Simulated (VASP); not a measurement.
# MgO (I4/mmm) in VASP: further runs

MgO is run at these levels: LDA; tasks: single point.

Everything below comes from runs of VASP 6.6.1. Logs are shortened: lines on timing, memory, paths and dates and some standing lists are left out, and cuts for length are marked.

## 1. The cell of the first run

The structure is tetragonal, space group I4/mmm (No. 139). The conventional cell has a = 2.883 Å, b = 2.883 Å, c = 4.211 Å, α = 90.00°, β = 90.00°, γ = 90.00°. Mg (site symmetry 4/mmm) has 6 O at 2.04 to 2.11 Å within 2.7 Å. Within 2.7 Å of O (site symmetry 4/mmm) lie 6 Mg at 2.04 to 2.11 Å.

## 2. Single point, LDA

INCAR

```
SYSTEM = MgO
PREC = Accurate
ENCUT = 520
EDIFF = 1E-6
ISMEAR = 0
SIGMA = 0.01
LREAL = .FALSE.
LASPH = .TRUE.
NELM = 100
ALGO = Normal
ISIF = 2
LWAVE = .FALSE.
LCHARG = .TRUE.
GGA = CA
LELF = .TRUE.
LVHAR = .TRUE.
NBANDS = 16
```

KPOINTS

```
Automatic mesh
0
G
  10 10 8
  0 0 0
```

POSCAR

```
MgO
1.0
    2.8827329255      0.0000000000      0.0000000000
    0.0000000000      2.8827329255      0.0000000000
    0.0000000000      0.0000000000      4.2109671044
Mg O
2 2
Direct
    0.0000000000      0.0000000000      0.0000000000
    0.5000000000      0.5000000000      0.5000000000
    0.5000000000      0.5000000000      0.0000000000
    0.0000000000      0.0000000000      0.5000000000
```

Potentials or basis: VASP PAW LDA potentials, release 64 (Mg, O).

Launch:

```bash
cat potpaw_LDA.64/Mg/POTCAR potpaw_LDA.64/O/POTCAR > POTCAR
mpirun -np 1 vasp_std > vasp.out
```

OUTCAR:

```text
SYSTEM = MgO
   PREC = Accurate
   ENCUT = 520
   EDIFF = 1E-6
   ISMEAR = 0
   LREAL = .FALSE.
   LASPH = .TRUE.
   NELM = 100
   ISIF = 2
   GGA = CA

 ion  position               nearest neighbor table
   1  0.000  0.000  0.000-   3 2.04   3 2.04   3 2.04   3 2.04   4 2.11   4 2.11   2 2.93   2 2.93
                             2 2.93   2 2.93   2 2.93   2 2.93   2 2.93   2 2.93
   2  0.500  0.500  0.500-   4 2.04   4 2.04   4 2.04   4 2.04   3 2.11   3 2.11   1 2.93   1 2.93
                             1 2.93   1 2.93   1 2.93   1 2.93   1 2.93   1 2.93
   3  0.500  0.500  0.000-   1 2.04   1 2.04   1 2.04   1 2.04   2 2.11   2 2.11
   4  0.000  0.000  0.500-   2 2.04   2 2.04   2 2.04   2 2.04   1 2.11   1 2.11

  LATTYP: Found a simple tetragonal cell.
 ALAT       =     2.8827329255
 C/A-ratio  =     1.4607551977

  Lattice vectors:

 A1 = (   2.8827329255,   0.0000000000,   0.0000000000)
 A2 = (   0.0000000000,   2.8827329255,   0.0000000000)
 A3 = (   0.0000000000,   0.0000000000,   4.2109671044)

Analysis of symmetry for initial positions (statically):
=====================================================================
 Subroutine PRICEL returns following result:

  LATTYP: Found a body centered tetragonal cell.
 ALAT       =     2.8827329255
 C/A-ratio  =     1.4607551977

  Lattice vectors:

 A1 = (   1.4413664627,  -1.4413664627,  -2.1054835522)
 A2 = (  -1.4413664627,   1.4413664627,  -2.1054835522)
 A3 = (   1.4413664627,   1.4413664628,   2.1054835522)

   2 primitive cells build up your supercell.

 Routine SETGRP: Setting up the symmetry group for a
 simple tetragonal supercell.

 Subroutine GETGRP returns: Found 16 space group operations
 (whereof 16 operations were pure point group operations)
 out of a pool of 16 trial point group operations.

The static configuration has the point symmetry D_4h.

Analysis of symmetry for dynamics (positions and initial velocities):
=====================================================================
 Subroutine PRICEL returns following result:

  LATTYP: Found a body centered tetragonal cell.
 ALAT       =     2.8827329255
 C/A-ratio  =     1.4607551977

  Lattice vectors:

 A1 = (   1.4413664627,  -1.4413664627,  -2.1054835522)
 A2 = (  -1.4413664627,   1.4413664627,  -2.1054835522)
 A3 = (   1.4413664627,   1.4413664628,   2.1054835522)

   2 primitive cells build up your supercell.

 Routine SETGRP: Setting up the symmetry group for a
 simple tetragonal supercell.

 Subroutine GETGRP returns: Found 16 space group operations
 (whereof 16 operations were pure point group operations)
 out of a pool of 16 trial point group operations.

The dynamic configuration has the point symmetry D_4h.

 Subroutine INISYM returns: Found 16 space group operations
 (whereof 16 operations are pure point group operations),
 and found     2 'primitive' translations

----------------------------------------------------------------------------------------

                                     Primitive cell

  volume of cell :      17.4969

  direct lattice vectors                    reciprocal lattice vectors
     1.441366463 -1.441366463 -2.105483552     0.346893044  0.000000000 -0.237475139
    -1.441366463  1.441366463 -2.105483552    -0.000000000  0.346893044 -0.237475139
     1.441366463  1.441366463  2.105483552     0.346893044  0.346893044  0.000000000

  length of vectors
     2.930552089  2.930552089  2.930552089     0.420391753  0.420391753  0.490580848

  position of ions in fractional coordinates (direct lattice)
     0.000000000  0.000000000  0.000000000
     0.500000000  0.500000000  0.000000000

  ion indices of the primitive-cell ions
   primitive index   ion index
                 1           1
                 2           4

----------------------------------------------------------------------------------------

 KPOINTS: Automatic mesh

Automatic generation of k-mesh.
 Grid dimensions read from file:
 generate k-points for:   10   10    8

 Generating k-lattice:

  Cartesian coordinates                     Fractional coordinates (reciprocal lattice)
     0.034689304  0.000000000  0.000000000     0.100000000  0.000000000  0.000000000
     0.000000000  0.034689304  0.000000000     0.000000000  0.100000000  0.000000000
     0.000000000  0.000000000  0.029684392     0.000000000  0.000000000  0.125000000

  Length of vectors
     0.034689304  0.034689304  0.029684392

  Shift w.r.t. Gamma in fractional coordinates (k-lattice)
     0.000000000  0.000000000  0.000000000

 Subroutine IBZKPT returns following result:
 ===========================================

 Found    105 irreducible k-points:

 Following reciprocal coordinates:
            Coordinates               Weight
  0.000000  0.000000  0.000000      1.000000
  0.100000  0.000000  0.000000      4.000000
  0.200000  0.000000  0.000000      4.000000
  0.300000  0.000000  0.000000      4.000000
  0.400000  0.000000  0.000000      4.000000
  0.500000  0.000000  0.000000      2.000000
[... 16 lines left out ...]
  0.100000  0.000000  0.125000      8.000000
  0.200000  0.000000  0.125000      8.000000
 [... further k-points ...]
   k-points           NKPTS =    105   k-points in BZ     NKDIM =    105   number of bands    NBANDS=     16
   number of dos      NEDOS =    301   number of ions     NIONS =      4
   total plane-waves  NPLWV =  18432
   dimension x,y,z NGX =    24 NGY =   24 NGZ =   32
   dimension x,y,z NGXF=    48 NGYF=   48 NGZF=   64
   ions per type =               2   2
   NGX,Y,Z   is equivalent  to a cutoff of  13.84, 13.84, 12.63 a.u.
   NGXF,Y,Z  is equivalent  to a cutoff of  27.68, 27.68, 25.27 a.u.
 SYSTEM =  MgO
   PREC   = accura    normal or accurate (medium, high low for compatibility)
   ISTART =      0    job   : 0-new  1-cont  2-samecut
   ICHARG =      2    charge: 1-file 2-atom 10-const
   ISPIN  =      1    spin polarized calculation?
   LNONCOLLINEAR =      F non collinear calculations
   LSORBIT =      F    spin-orbit coupling
   LASPH  =      T    aspherical Exc in radial PAW
   ENCUT  =  520.0 eV  38.22 Ry    6.18 a.u.   5.36  5.36  7.83*2*pi/ulx,y,z
   NELM   =    100;   NELMIN=  2; NELMDL= -5     # of ELM steps
   EDIFF  = 0.1E-05   stopping-criterion for ELM
   LREAL  =      F    real-space projection
   EDIFFG = 0.1E-04   stopping-criterion for IOM
   NSW    =      0    number of steps for IOM
   IBRION =     -1    ionic relax: 0-MD 1-quasi-New 2-CG
   NFREE  =      0    steps in history (QN), initial steepest desc. (CG)
   ISIF   =      2    stress and relaxation
   ISYM   =      2    0-nonsym 1-usesym 2-fastsym
   POTIM  = 0.5000    time-step for ionic-motion
   TEBEG  =    0.0;   TEEND  =   0.0 temperature during run
   PSTRESS=    0.0 pullay stress
   NELECT =      16.0000    total number of electrons
   NUPDOWN=      -1.0000    fix difference up-down
   EMIN   =  10.00;   EMAX   =-10.00  energy-range for DOS
   EFERMI =   0.00;   METHOD = LEGACY
   ISMEAR =     0;   SIGMA  =   0.01  broadening in eV -4-tet -1-fermi 0-gaus
   EFERMI_NEDOS =   21; number of points for ismear=-14 and -15
   IALGO  =     38    algorithm
   IMIX   =      4    mixing-type and parameters
     AMIX     =   0.40;   BMIX     =  1.00
     AMIX_MAG =   1.60;   BMIX_MAG =  1.00
  volume/ion in A,a.u.               =       8.75        59.04
  Fermi-wavevector in a.u.,A,eV,Ry     =   1.261202  2.383326 21.641837  1.590630
  Thomas-Fermi vector in A             =   2.394673
   LORBIT       =      0    0 simple, 1 ext, 2 COOP (PROOUT), +10 PAW based schemes
   GGA     = CA    functional components
   LHFCALC =     F    Hartree Fock is set to
   AEXX    =    0.0000 exact exchange contribution
   IVDW    =     0    specifies the selected vdW correction
   LEPSILON=     F    determine dielectric tensor
   LRPA    =     F    only Hartree local field effects (RPA)
 non-spin polarized calculation
 Gauss-broadening in eV      SIGMA  =   0.01
  energy-cutoff  :      520.00
  volume of cell :       34.99
 maximum number of plane-waves:       961
 NGX is ok and might be reduce to    24
   NGX = 11   NGY = 11   NGZ = 15

 number of electron      16.0000004 magnetization

 Free energy of the ion-electron system (eV)
  ---------------------------------------------------
  ext. energy  EPLUGINS =         0.00000000
  ---------------------------------------------------
  free energy    TOTEN  =       -26.86356081 eV

  energy without entropy =      -26.86356081  energy(sigma->0) =      -26.86356081

 E-fermi :   3.4729     XC(G=0): -11.9102

 val. band max:        3.4336481642   @ k =   0.0000   0.0000   0.0000
 cond. band min:       8.7072783132   @ k =   0.0000   0.0000   0.0000
 fundamental gap:      5.2736301490
 Fermi energy:         3.4729280123

 k-point     1 :       0.0000    0.0000    0.0000
  band No.  band energies     occupation
      1     -13.9656      2.00000
      2     -12.2115      2.00000
      3      -1.1240      2.00000
      4       2.0303      2.00000
      5       2.0303      2.00000
      6       3.3744      2.00000
[... 8 lines left out ...]
     15      19.4101      0.00000
     16      23.3029      0.00000

 k-point     2 :       0.1000    0.0000    0.0000
  band No.  band energies     occupation
      1     -13.8810      2.00000
      2     -12.1933      2.00000
      3      -1.0173      2.00000
      4       1.6778      2.00000
      5       2.0616      2.00000
      6       2.9185      2.00000
[... 8 lines left out ...]
     15      19.5891      0.00000
     16      22.9886      0.00000

 k-point     3 :       0.2000    0.0000    0.0000
  band No.  band energies     occupation
      1     -13.6401      2.00000
      2     -12.1585      2.00000
      3      -0.7031      2.00000
      4       0.8759      2.00000
      5       1.9146      2.00000
      6       2.1532      2.00000
[... 8 lines left out ...]
     15      20.1260      0.00000
     16      22.4929      0.00000
[... 362 lines left out ...]
 k-point    23 :       0.1000    0.0000    0.1250
  band No.  band energies     occupation
      1     -13.8215      2.00000
      2     -12.2628      2.00000
      3      -0.9245      2.00000
      4       1.7409      2.00000
      5       2.1026      2.00000
      6       2.6216      2.00000
[... 8 lines left out ...]
     15      19.7330      0.00000
     16      22.9246      0.00000

 k-point    24 :       0.2000    0.0000    0.1250
  band No.  band energies     occupation
      1     -13.5854      2.00000
      2     -12.2157      2.00000
      3      -0.7048      2.00000
      4       1.0256      2.00000
      5       1.6440      2.00000
      6       2.1890      2.00000
[... 8 lines left out ...]
     15      20.1938      0.00000
     16      22.4768      0.00000

 [... further k-points ...]

------------------------ aborting loop because EDIFF is reached ----------------------------------------

  FORCE on cell =-STRESS in cart. coord.  units (eV):
  Direction    XX          YY          ZZ          XY          YZ          ZX
  --------------------------------------------------------------------------------------
  -------------------------------------------------------------------------------------
  Total        1.4214020      1.4214020     -0.3990988      0.0000000      0.0000000      0.0000000
  in kB       65.0783977     65.0783977    -18.2725986      0.0000000      0.0000000      0.0000000
  external PRESSURE =      37.2947322 kB  Pullay stress =       0.0000000 kB

 VOLUME and BASIS-vectors are now :
 -----------------------------------------------------------------------------
  energy-cutoff  :      520.00
  volume of cell :       34.99
      direct lattice vectors                 reciprocal lattice vectors
     2.882732926  0.000000000  0.000000000     0.346893044  0.000000000  0.000000000
     0.000000000  2.882732926  0.000000000     0.000000000  0.346893044  0.000000000
     0.000000000  0.000000000  4.210967104     0.000000000  0.000000000  0.237475139

 POSITION                                       TOTAL-FORCE (eV/Angst)
 -----------------------------------------------------------------------------------
      0.00000      0.00000      0.00000         0.000000      0.000000     -0.000000
      1.44137      1.44137      2.10548         0.000000      0.000000      0.000000
      1.44137      1.44137      0.00000        -0.000000     -0.000000     -0.000000
      0.00000      0.00000      2.10548         0.000000      0.000000     -0.000000
 -----------------------------------------------------------------------------------
    total drift:                                0.000000     -0.000000     -0.000000

  FREE ENERGIE OF THE ION-ELECTRON SYSTEM (eV)
  ---------------------------------------------------
  free  energy   TOTEN  =       -26.8635608075 eV

  energy  without entropy=      -26.8635608075  energy(sigma->0) =      -26.86356081
```

Wall time 29 s (1 thread of Intel Xeon Platinum 8259CL at 2.50GHz (Skylake/Cascade Lake), shared host); peak memory 0.17 GiB.

Results:

```
Free energy            : -26.8636 eV
Pressure               : 3.7 GPa
Band gap on the k mesh : 5.27 eV
```

Caveat: the stress differs along the axes, from -2 to 7 GPa. A k mesh can miss the band edges.

## 3. Single point, LDA

INCAR

```
PREC     = Accurate       # precision mode
ENCUT    = 520            # plane-wave cutoff, eV
EDIFF    = 1E-6           # SCF threshold, eV
ISMEAR   = 0              # smearing method
SIGMA    = 0.01           # smearing width, eV
LREAL    = F              # projectors in reciprocal space
LASPH    = T              # aspherical terms in the spheres
NELM     = 100            # most SCF steps
ALGO     = Normal         # electronic algorithm
ISIF     = 2              # what is computed and relaxed
LWAVE    = F              # write WAVECAR
LCHARG   = T              # write CHGCAR
GGA      = CA             # functional
LELF     = T              # ELF
LVHAR    = T            
NBANDS   = 16             # bands
```

KPOINTS

```
Automatic mesh
0
Gamma
  10 10 8
```

POSCAR: that of step 2 with these lines changed.

```diff
@@ -4,3 +4,3 @@
     0.0000000000      2.8827329255      0.0000000000
-    0.0000000000      0.0000000000      4.2109671044
+    0.0000000000      0.0000000000      4.2100000000
 Mg O
```

Potentials or basis: VASP PAW LDA potentials, release 64 (Mg, O).

Launch:

```bash
cat potpaw_LDA.64/Mg/POTCAR potpaw_LDA.64/O/POTCAR > POTCAR
mpirun -np 1 vasp_std > vasp.out
```

It took 30 s on 1 thread of Intel Xeon Platinum 8259CL at 2.50GHz (Skylake/Cascade Lake), shared host; peak memory 0.17 GiB.

The run converged. Its results:

| Quantity | Value |
| --- | --- |
| Free energy | -26.8636 eV |
| Pressure | 3.8 GPa |
| Band gap on the k mesh | 5.28 eV |

Stress tensor (GPa, compression positive):
```
 6.53  0.00  0.00
 0.00  6.53  0.00
 0.00  0.00 -1.76
```

Levels at points of the mesh, in eV from the valence-band top:
| k point | band 4 | band 5 | band 6 | band 7 | band 8 | band 9 | band 10 | band 11 | band 12 | band 13 |
| --- | --- | --- | --- | --- | --- | --- | --- | --- | --- | --- |
| (0.00, 0.00, 0.00) | -1.40 | -1.40 | -0.06 | -0.06 | 0.00 | 5.28 | 9.14 | 10.46 | 13.27 | 15.61 |
| (0.50, 0.00, 0.00) | -3.89 | -2.24 | -2.24 | -0.74 | -0.74 | 9.94 | 9.94 | 11.77 | 11.77 | 14.52 |
| (0.50, 0.50, 0.00) | -4.43 | -1.66 | -1.66 | -1.45 | -1.45 | 8.80 | 8.80 | 10.37 | 10.37 | 13.70 |
| (0.00, 0.00, 0.50) | -2.83 | -0.80 | -0.80 | -0.80 | -0.80 | 8.62 | 8.62 | 11.17 | 11.17 | 15.48 |
| (0.50, 0.00, 0.50) | -5.04 | -0.83 | -0.83 | -0.75 | -0.75 | 8.11 | 8.11 | 13.10 | 13.10 | 16.30 |
| (0.50, 0.50, 0.50) | -3.29 | -3.29 | -3.29 | -1.86 | -1.86 | 11.80 | 11.80 | 11.80 | 11.80 | 12.62 |

Caveat: the stress differs along the axes, from -2 to 7 GPa.
